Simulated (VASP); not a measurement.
Wanted: the native input for a VASP 6.6.1 run.

* Task: single point
* Functional: PBEsol
* Potentials or basis: VASP PAW PBE potentials, release 64 (Tl_d, Br)
* Cutoff: 500 eV
* k mesh: 6 × 6 × 6
* Occupations: gaussian, width 0.01 eV
* Spin: non-collinear spin, zero start, spin-orbit coupling
* Starting moments: [[0.0, 0.0, 0.0], [0.0, 0.0, 0.0]] μB
* Dipole correction: no
* Further INCAR settings: ALGO = Normal; EDIFF = 1e-06; NBANDS = 32

The structure of TlBr lies in POSCAR:

```
TlBr
1.0
    3.9145325493     -0.0097863314     -0.0097863314
   -0.0097863314      3.9145325493     -0.0097863314
   -0.0097863314     -0.0097863314      3.9145325493
Tl Br
1 1
Direct
    0.0000000000      0.0000000000      0.0000000000
    0.5000000000      0.5000000000      0.5000000000
```

This cell differs from its parent crystal: equal xy, yz and zx engineering shears of -0.5 %.

The input as run:

INCAR

```
SYSTEM = TlBr
  ALGO = Normal
  EDIFF = 1E-6
  ENCUT = 500
  GGA = PS
  GGA_COMPAT = .FALSE.
  ISIF = 2
  ISMEAR = 0
  LASPH = .TRUE.
  LCHARG = .TRUE.
  LORBIT = 11
  LORBMOM = .TRUE.
  LREAL = .FALSE.
  LSORBIT = .TRUE.
  LVHAR = .TRUE.
  LWAVE = .FALSE.
  MAGMOM = 0 0 0 0 0 0
  NBANDS = 32
  NELM = 200
  PREC = Accurate
  SIGMA = 0.01
```

KPOINTS

```
k-points
0
G
  6 6 6
  0 0 0
```

Potentials or basis: VASP PAW PBE potentials, release 64 (Tl_d, Br).

Command:

```bash
$ cat potpaw_PBE.64/Tl_d/POTCAR potpaw_PBE.64/Br/POTCAR > POTCAR
$ mpirun -np 1 vasp_ncl > vasp.out
```

It gave:

- Pressure: -0.1 GPa
- Net moment: 0.00 μB per cell
- Valence electrons inside the program's atomic spheres: Tl 11.11; Br 4.82

Caveat: the cell differs from its parent crystal (equal xy, yz and zx engineering shears of -0.5 %); the PAW data sets were made with another functional, which shifts forces and pressure a little.

Wall time 64 s on 1 thread of Intel(R) Xeon(R) 6975P-C (Granite Rapids), with other jobs on the host, peak memory 0.32 GiB.
